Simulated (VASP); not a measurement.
Input of a VASP 6.6.1 run:

Contents of POSCAR:

```
Be
1.0
    2.2944006539      0.0000000000      0.0000000000
   -1.1472003270      1.9870092527      0.0000000000
    0.0000000000      0.0000000000      3.6081228451
Be
2
Direct
    0.3333333333      0.6666666667      0.2500000000
    0.6666666667      0.3333333333      0.7500000000
```

Contents of INCAR.step1:

```
ALGO = Normal ; EDIFF = 1E-4
ENCUT = 520 ; GGA = PE
ISMEAR = -1 ; LASPH = True
LCHARG = False ; LREAL = False
LWAVE = True ; NBANDS = 9
NELM = 80 ; PREC = Accurate
SIGMA = 0.1
```

Contents of INCAR.step2:

```
ALGO = Normal ; EDIFF = 1E-7
ENCUT = 520 ; ISIF = 2
ISMEAR = -1 ; ISTART = 1
LASPH = True ; LCHARG = False
LMIXTAU = True ; LREAL = False
LWAVE = False ; METAGGA = R2SCAN
NBANDS = 9 ; NELM = 80
PREC = Accurate ; SIGMA = 0.1
```

Contents of KPOINTS:

```
k-points
0
Gamma
  26 26 15
```

Potentials or basis: VASP PAW PBE potentials, release 64 (Be).

Run with:

```sh
$ cat potpaw_PBE.64/Be/POTCAR > POTCAR
$ cp INCAR.step1 INCAR
$ mpirun -np 1 vasp_std > vasp.out
$ cp INCAR.step2 INCAR
$ mpirun -np 1 vasp_std > vasp.out
```

Q: Estimate the band gap on the k mesh.

A: Zero (bands 2 and 3 overlap by 1.79 eV).

Q: What does it give for the pressure?

A: -4.4 GPa.

Stress tensor (GPa, compression positive):
```
-4.65  0.00  0.00
 0.00 -4.65  0.00
 0.00  0.00 -4.01
```

Caveat: the cell stands under tension; the PAW data sets were made with another functional, which shifts forces and pressure a little.
